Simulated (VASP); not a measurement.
# AlPt (Pm-3m) in VASP: single point with r2SCAN

Aim: the single point of AlPt with r2SCAN.

All numbers are computed with VASP 6.6.1; they aren't measurements. Logs are shortened: lines on timing, memory, paths and dates and some standing lists are left out, and cuts for length are marked.

**1. The cell of the first run**

Symmetry: Pm-3m, No. 221, cubic system. Conventional cell: a = 3.092 Å, b = 3.092 Å, c = 3.092 Å, α = 90.00°, β = 90.00°, γ = 90.00°. Al (site symmetry m-3m) has 8 Pt at 2.68 Å and 6 Al at 3.09 Å within 3.5 Å. Within 3.5 Å of Pt (site symmetry m-3m) lie 8 Al at 2.68 Å and 6 Pt at 3.09 Å.

**2. Single point, r2SCAN**

Input file POSCAR:

```
AlPt
1.0
    3.0915460000      0.0000000000      0.0000000000
    0.0000000000      3.0915460000      0.0000000000
    0.0000000000      0.0000000000      3.0915460000
Al Pt
1 1
Direct
    0.0000000000      0.0000000000      0.0000000000
    0.5000000000      0.5000000000      0.5000000000
```

Input file INCAR.step1:

```
ALGO = Normal
EDIFF = 1E-4
ENCUT = 520
GGA = PE
ISMEAR = 1
LASPH = T
LCHARG = F
LREAL = F
LWAVE = T
NBANDS = 14
NELM = 100
PREC = Accurate
SIGMA = 0.1
```

Input file INCAR.step2:

```
ALGO = Normal
EDIFF = 1E-6
ENCUT = 520
ISIF = 2
ISMEAR = 1
ISTART = 1
LASPH = T
LCHARG = F
LMIXTAU = T
LREAL = F
LWAVE = F
METAGGA = R2SCAN
NBANDS = 14
NELM = 100
PREC = Accurate
SIGMA = 0.1
```

Input file KPOINTS:

```
k-points
0
Gamma
  15 15 15
```

Potentials or basis: VASP PAW PBE potentials, release 64 (Al, Pt).

Run with:

```bash
$ cat potpaw_PBE.64/Al/POTCAR potpaw_PBE.64/Pt/POTCAR > POTCAR
$ cp INCAR.step1 INCAR
$ mpirun -np 1 vasp_std > vasp.out
$ cp INCAR.step2 INCAR
$ mpirun -np 1 vasp_std > vasp.out
```

OUTCAR:

```text
EDIFF = 1E-6
   ENCUT = 520
   ISIF = 2
   ISMEAR = 1
   ISTART = 1
   LASPH = T
   LREAL = F
   METAGGA = R2SCAN
   NELM = 100
   PREC = Accurate

 ion  position               nearest neighbor table
   1  0.000  0.000  0.000-   2 2.68   2 2.68   2 2.68   2 2.68   2 2.68   2 2.68   2 2.68   2 2.68

   2  0.500  0.500  0.500-   1 2.68   1 2.68   1 2.68   1 2.68   1 2.68   1 2.68   1 2.68   1 2.68

  LATTYP: Found a simple cubic cell.
 ALAT       =     3.0915460000

  Lattice vectors:

 A1 = (   3.0915460000,   0.0000000000,   0.0000000000)
 A2 = (   0.0000000000,   3.0915460000,   0.0000000000)
 A3 = (   0.0000000000,   0.0000000000,   3.0915460000)

Analysis of symmetry for initial positions (statically):
=====================================================================
 Subroutine PRICEL returns:
 Original cell was already a primitive cell.

 Routine SETGRP: Setting up the symmetry group for a
 simple cubic supercell.

 Subroutine GETGRP returns: Found 48 space group operations
 (whereof 48 operations were pure point group operations)
 out of a pool of 48 trial point group operations.

The static configuration has the point symmetry O_h .

Analysis of symmetry for dynamics (positions and initial velocities):
=====================================================================
 Subroutine PRICEL returns:
 Original cell was already a primitive cell.

 Routine SETGRP: Setting up the symmetry group for a
 simple cubic supercell.

 Subroutine GETGRP returns: Found 48 space group operations
 (whereof 48 operations were pure point group operations)
 out of a pool of 48 trial point group operations.

The dynamic configuration has the point symmetry O_h .

 Subroutine INISYM returns: Found 48 space group operations
 (whereof 48 operations are pure point group operations),
 and found     1 'primitive' translations

----------------------------------------------------------------------------------------

                                     Primitive cell

  volume of cell :      29.5479

  direct lattice vectors                    reciprocal lattice vectors
     3.091546000  0.000000000  0.000000000     0.323462759  0.000000000  0.000000000
     0.000000000  3.091546000  0.000000000     0.000000000  0.323462759  0.000000000
     0.000000000  0.000000000  3.091546000     0.000000000  0.000000000  0.323462759

  length of vectors
     3.091546000  3.091546000  3.091546000     0.323462759  0.323462759  0.323462759

  position of ions in fractional coordinates (direct lattice)
     0.000000000  0.000000000  0.000000000
     0.500000000  0.500000000  0.500000000

  ion indices of the primitive-cell ions
   primitive index   ion index
                 1           1
                 2           2

----------------------------------------------------------------------------------------

 KPOINTS: k-points

Automatic generation of k-mesh.
 Grid dimensions read from file:
 generate k-points for:   15   15   15

 Generating k-lattice:

  Cartesian coordinates                     Fractional coordinates (reciprocal lattice)
     0.021564184  0.000000000  0.000000000     0.066666667  0.000000000  0.000000000
     0.000000000  0.021564184  0.000000000     0.000000000  0.066666667  0.000000000
     0.000000000  0.000000000  0.021564184     0.000000000  0.000000000  0.066666667

  Length of vectors
     0.021564184  0.021564184  0.021564184

  Shift w.r.t. Gamma in fractional coordinates (k-lattice)
     0.000000000  0.000000000  0.000000000

 Subroutine IBZKPT returns following result:
 ===========================================

 Found    120 irreducible k-points:

 Following reciprocal coordinates:
            Coordinates               Weight
  0.000000  0.000000  0.000000      1.000000
  0.066667  0.000000  0.000000      6.000000
  0.133333  0.000000  0.000000      6.000000
  0.200000  0.000000  0.000000      6.000000
  0.266667  0.000000  0.000000      6.000000
  0.333333  0.000000  0.000000      6.000000
[... 16 lines left out ...]
  0.266667  0.200000  0.000000     24.000000
  0.333333  0.200000  0.000000     24.000000
 [... further k-points ...]
   k-points           NKPTS =    120   k-points in BZ     NKDIM =    120   number of bands    NBANDS=     14
   number of dos      NEDOS =    301   number of ions     NIONS =      2
   total plane-waves  NPLWV =  13824
   dimension x,y,z NGX =    24 NGY =   24 NGZ =   24
   dimension x,y,z NGXF=    48 NGYF=   48 NGZF=   48
   ions per type =               1   1
   NGX,Y,Z   is equivalent  to a cutoff of  12.91, 12.91, 12.91 a.u.
   NGXF,Y,Z  is equivalent  to a cutoff of  25.81, 25.81, 25.81 a.u.
 SYSTEM =  unknown system
   PREC   = accura    normal or accurate (medium, high low for compatibility)
   ISTART =      1    job   : 0-new  1-cont  2-samecut
   ICHARG =      0    charge: 1-file 2-atom 10-const
   ISPIN  =      1    spin polarized calculation?
   LNONCOLLINEAR =      F non collinear calculations
   LSORBIT =      F    spin-orbit coupling
   LASPH  =      T    aspherical Exc in radial PAW
   ENCUT  =  520.0 eV  38.22 Ry    6.18 a.u.   5.75  5.75  5.75*2*pi/ulx,y,z
   NELM   =    100;   NELMIN=  2; NELMDL=  0     # of ELM steps
   EDIFF  = 0.1E-05   stopping-criterion for ELM
   LREAL  =      F    real-space projection
   EDIFFG = 0.1E-04   stopping-criterion for IOM
   NSW    =      0    number of steps for IOM
   IBRION =     -1    ionic relax: 0-MD 1-quasi-New 2-CG
   NFREE  =      0    steps in history (QN), initial steepest desc. (CG)
   ISIF   =      2    stress and relaxation
   ISYM   =      2    0-nonsym 1-usesym 2-fastsym
   POTIM  = 0.5000    time-step for ionic-motion
   TEBEG  =    0.0;   TEEND  =   0.0 temperature during run
   PSTRESS=    0.0 pullay stress
   NELECT =      13.0000    total number of electrons
   NUPDOWN=      -1.0000    fix difference up-down
   EMIN   =  10.00;   EMAX   =-10.00  energy-range for DOS
   EFERMI =   0.00;   METHOD = LEGACY
   ISMEAR =     1;   SIGMA  =   0.10  broadening in eV -4-tet -1-fermi 0-gaus
   EFERMI_NEDOS =   21; number of points for ismear=-14 and -15
   IALGO  =     38    algorithm
   IMIX   =      4    mixing-type and parameters
     AMIX     =   0.40;   BMIX     =  1.00
     AMIX_MAG =   1.60;   BMIX_MAG =  1.00
  volume/ion in A,a.u.               =      14.77        99.70
  Fermi-wavevector in a.u.,A,eV,Ry     =   1.245127  2.352948 21.093665  1.550341
  Thomas-Fermi vector in A             =   2.379363
   LORBIT       =      0    0 simple, 1 ext, 2 COOP (PROOUT), +10 PAW based schemes
   METAGGA = R2SCAN    functional components
   LHFCALC =     F    Hartree Fock is set to
   AEXX    =    0.0000 exact exchange contribution
   IVDW    =     0    specifies the selected vdW correction
   LEPSILON=     F    determine dielectric tensor
   LRPA    =     F    only Hartree local field effects (RPA)
 non-spin polarized calculation
 Methfessel and Paxton  Order N= 1 SIGMA  =   0.10
  energy-cutoff  :      520.00
  volume of cell :       29.55
 maximum number of plane-waves:       812
 NGX is ok and might be reduce to    24
   NGX = 11   NGY = 11   NGZ = 11

 number of electron      12.9999997 magnetization

 Free energy of the ion-electron system (eV)
  ---------------------------------------------------
  ext. energy  EPLUGINS =         0.00000000
  ---------------------------------------------------
  free energy    TOTEN  =       -60.22040562 eV

  energy without entropy =      -60.22060595  energy(sigma->0) =      -60.22047240

 E-fermi :  10.6492     XC(G=0): -13.1291

 val. band max:       10.6136002686   @ k =   0.4667   0.4667   0.2667
 cond. band min:      10.6581272948   @ k =   0.4667   0.4000   0.2667
 fundamental gap:      0.0445270263
 Fermi energy:        10.6491774964

 k-point     1 :       0.0000    0.0000    0.0000
  band No.  band energies     occupation
      1      -1.4937      2.00000
      2       4.7960      2.00000
      3       4.7960      2.00000
      4       7.8901      2.00000
      5       7.8901      2.00000
      6       7.8901      2.00000
      7      14.8160      0.00000
      8      14.8160      0.00000
      9      14.8160      0.00000
     10      20.0745      0.00000
     11      20.0745      0.00000
     12      21.2639      0.00000
     13      29.3700      0.00000
     14      29.3700      0.00000

 k-point     2 :       0.0667    0.0000    0.0000
  band No.  band energies     occupation
      1      -1.4078      2.00000
      2       4.8206      2.00000
      3       4.8261      2.00000
      4       7.8060      2.00000
      5       7.8060      2.00000
      6       7.8987      2.00000
      7      14.2825      0.00000
      8      14.9723      0.00000
      9      14.9723      0.00000
     10      19.9148      0.00000
     11      20.3681      0.00000
     12      21.6772      0.00000
     13      28.9172      0.00000
     14      28.9172      0.00000

 k-point     3 :       0.1333    0.0000    0.0000
  band No.  band energies     occupation
      1      -1.1528      2.00000
      2       4.8913      2.00000
      3       4.8993      2.00000
      4       7.5825      2.00000
      5       7.5825      2.00000
      6       7.9230      2.00000
      7      13.1406      0.00000
      8      15.4116      0.00000
      9      15.4116      0.00000
     10      19.4850      0.00000
     11      20.6750      0.00000
     12      23.0339      0.00000
     13      27.8210      0.00000
     14      27.8210      0.00000

 k-point     4 :       0.2000    0.0000    0.0000
  band No.  band energies     occupation
      1      -0.7377      2.00000
      2       4.9604      2.00000
      3       4.9988      2.00000
      4       7.2849      2.00000
      5       7.2849      2.00000
      6       7.9590      2.00000
      7      11.9208     -0.00000
      8      16.0682      0.00000
      9      16.0682      0.00000
     10      18.8985      0.00000
     11      20.8995      0.00000
     12      24.8867      0.00000
     13      26.5075      0.00000
     14      26.5075      0.00000

 k-point     5 :       0.2667    0.0000    0.0000
  band No.  band energies     occupation
      1      -0.1777      2.00000
      2       4.9097      2.00000
      3       5.1274      2.00000
      4       6.9785      2.00000
      5       6.9785      2.00000
      6       8.0009      2.00000
      7      10.8832     -0.00458
      8      16.8749      0.00000
      9      16.8749      0.00000
     10      18.2768      0.00000
     11      21.1461      0.00000
[... 276 lines left out ...]
 k-point    22 :       0.2000    0.2000    0.0000
  band No.  band energies     occupation
      1      -0.0111      2.00000
      2       5.0437      2.00000
      3       5.3323      2.00000
      4       6.6215      2.00000
      5       7.2886      2.00000
      6       7.4802      2.00000
      7      12.5901     -0.00000
      8      13.2348      0.00000
      9      17.2601      0.00000
     10      19.0295      0.00000
     11      23.5192      0.00000
     12      23.8485      0.00000
     13      25.6433      0.00000
     14      25.7756      0.00000

 k-point    23 :       0.2667    0.2000    0.0000
  band No.  band energies     occupation
      1       0.5211      2.00000
      2       4.9348      2.00000
      3       5.4942      2.00000
      4       6.4504      2.00000
      5       7.0638      2.00000
      6       7.4671      2.00000
      7      11.6232     -0.00000
      8      13.6420      0.00000
      9      18.0226      0.00000
     10      18.6149      0.00000
     11      22.7538      0.00000
     12      24.2155      0.00000
     13      24.6489      0.00000
     14      27.0425      0.00000

 k-point    24 :       0.3333    0.2000    0.0000
  band No.  band energies     occupation
      1       1.1627      2.00000
      2       4.5933      2.00000
      3       5.6219      2.00000
      4       6.4806      2.00000
      5       6.8178      2.00000
      6       7.5097      2.00000
      7      10.6893      0.37723
      8      14.3084      0.00000
      9      18.0551      0.00000
     10      18.8657      0.00000
     11      21.7255      0.00000
     12      23.6076      0.00000
     13      24.6913      0.00000
     14      26.9120      0.00000

 [... further k-points ...]

------------------------ aborting loop because EDIFF is reached ----------------------------------------

  FORCE on cell =-STRESS in cart. coord.  units (eV):
  Direction    XX          YY          ZZ          XY          YZ          ZX
  --------------------------------------------------------------------------------------
  -------------------------------------------------------------------------------------
  Total       -0.9224479     -0.9224479     -0.9224479      0.0000000     -0.0000000      0.0000000
  in kB      -50.0178833    -50.0178833    -50.0178833      0.0000000     -0.0000000      0.0000000
  external PRESSURE =     -50.0178833 kB  Pullay stress =       0.0000000 kB

 VOLUME and BASIS-vectors are now :
 -----------------------------------------------------------------------------
  energy-cutoff  :      520.00
  volume of cell :       29.55
      direct lattice vectors                 reciprocal lattice vectors
     3.091546000  0.000000000  0.000000000     0.323462759  0.000000000  0.000000000
     0.000000000  3.091546000  0.000000000     0.000000000  0.323462759  0.000000000
     0.000000000  0.000000000  3.091546000     0.000000000  0.000000000  0.323462759

 POSITION                                       TOTAL-FORCE (eV/Angst)
 -----------------------------------------------------------------------------------
      0.00000      0.00000      0.00000         0.000000      0.000000      0.000000
      1.54577      1.54577      1.54577         0.000000      0.000000      0.000000
 -----------------------------------------------------------------------------------
    total drift:                                0.000000     -0.000000     -0.000000

  FREE ENERGIE OF THE ION-ELECTRON SYSTEM (eV)
  ---------------------------------------------------
  free  energy   TOTEN  =       -60.2204056230 eV

  energy  without entropy=      -60.2206059452  energy(sigma->0) =      -60.22047240
```

Run time: 78 s. Hardware: 1 thread of Intel Xeon 6975P-C, shared host; peak memory 0.18 GiB.

Results:

- Free energy: -60.2204 eV
- Pressure: -5.0 GPa

Caveat: the PAW data sets were made with another functional, which shifts forces and pressure a little; spin-orbit coupling is left out, which moves the levels of the heavy elements.
